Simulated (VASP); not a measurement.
Here is a VASP 6.6.1 calculation.

File INCAR:

```
  ALGO = Normal
  EDIFF = 1E-6
  ENCUT = 500
  GGA = PE
  GGA_COMPAT = False
  ISIF = 2
  ISMEAR = 0
  LASPH = True
  LCHARG = True
  LELF = True
  LREAL = False
  LVHAR = True
  LWAVE = False
  NBANDS = 11
  NELM = 120
  PREC = Accurate
  SIGMA = 0.01
```

KPOINTS

```
k-points
0
Gamma
  11 11 11
```

POSCAR

```
BP
1.0
    0.0000000000      2.2740891669      2.2740891669
    2.2740891669      0.0000000000      2.2740891669
    2.2740891669      2.2740891669      0.0000000000
B P
1 1
Direct
    0.0000000000      0.0000000000      0.0000000000
    0.7500000000      0.7500000000      0.7500000000
```

Potentials or basis: VASP PAW PBE potentials, release 64 (B, P).

Launch:

```sh
$ cat potpaw_PBE.64/B/POTCAR potpaw_PBE.64/P/POTCAR > POTCAR
$ mpirun -np 1 vasp_std > vasp.out
```

Q: Predict the band gap on the k mesh.

A: 1.28 eV (least direct gap 3.39 eV).

Q: Estimate the pressure.

A: -0.2 GPa.

Caveat: an odd mesh through Γ misses points on the zone boundary, where band edges can lie.
